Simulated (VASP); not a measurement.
Write the native input for VASP 6.6.1 that does the following.

```
Task                   : single point
Functional             : LDA
Potentials or basis    : VASP PAW LDA potentials, release 64 (C_h)
Cutoff                 : 1300 eV
k mesh                 : 12 × 12 × 12
Occupations            : gaussian, width 0.02 eV
Spin                   : no spin polarisation
Dipole correction      : no
Further INCAR settings : ALGO = Normal; EDIFF = 1e-06; NBANDS = 11
```

The structure of C lies in POSCAR:

```
C
1.0
    0.0000000000      1.7657474434      1.7657474434
    1.7657474434      0.0000000000      1.7657474434
    1.7657474434      1.7657474434      0.0000000000
C
2
Direct
    0.0000000000      0.0000000000      0.0000000000
    0.2500000000      0.2500000000      0.2500000000
```

These files were run (other wordings do the same):

INCAR

```
  PREC = Accurate
  ENCUT = 1300
  EDIFF = 1E-6
  ISMEAR = 0
  SIGMA = 0.02
  LREAL = False
  LASPH = True
  NELM = 120
  ALGO = Normal
  ISIF = 2
  LWAVE = False
  LCHARG = False
  GGA = CA
  NBANDS = 11
  GGA_COMPAT = False
```

KPOINTS

```
regular mesh
0
Gamma
  12 12 12
```

Potentials or basis: VASP PAW LDA potentials, release 64 (C_h).

Command:

```console
$ cat potpaw_LDA.64/C_h/POTCAR > POTCAR
$ mpirun -np 1 vasp_std > vasp.out
```

It gave:

- Pressure: 1.0 GPa
- Band gap on the k mesh: 4.20 eV (least direct gap 5.63 eV)

It took 20 s on 1 thread of AMD EPYC 7R13 Processor (Zen 3) (shared host), peak memory 0.12 GiB.
